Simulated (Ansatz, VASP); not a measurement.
One calculation of SiC, two programs

```
CELL_PARAMETERS angstrom
3.03443 0.00000 0.00000
-1.51721 2.62789 0.00000
0.00000 0.00000 4.97978
ATOMIC_POSITIONS crystal
Si 0.66667 0.33333 0.50000
Si 0.33333 0.66667 0.00000
C 0.66667 0.33333 0.88500
C 0.33333 0.66667 0.38500
```

Alike in both runs: task single point; functional RPBE; dispersion D4; k mesh 10 × 10 × 5; occupations fermi-dirac, width 0.05 eV; no spin polarisation.

|  | VASP | Ansatz |
| --- | --- | --- |
| version | VASP 6.6.1 | Ansatz 0.2.0 |
| potentials or method | VASP PAW PBE potentials, release 64 (Si, C) | Ansatz PAW |
| plane-wave cutoff (eV) | 520 | 420 |
| valence electrons in the cell | 16 | 16 |

VASP gave:

| Quantity | Value |
| --- | --- |
| gap on the k mesh at the Fermi level (eV) | 2.45 |
| least direct gap on the mesh (eV) | 4.19 |
| pressure (GPa) | 5.8 |
| traceless stress, the component that is largest in VASP (GPa) | -4.20 |
| rms of the force components (eV/Å) | 0.471 |

Q: What did Ansatz give for the same quantities?

A: gap on the k mesh at the Fermi level (eV): 2.45; least direct gap on the mesh (eV): 4.21; pressure (GPa): 6.4; traceless stress, the component that is largest in VASP (GPa): -4.24; rms of the force components (eV/Å): 0.472.

VASP's potentials were made for PBE, not for RPBE. Atom by atom the forces differ by 0.000 eV/Å (rms over components).

Noted on Ansatz's run: odd divisions of the mesh miss points on the zone boundary, where band edges often lie, so the gap on the mesh can be too wide.
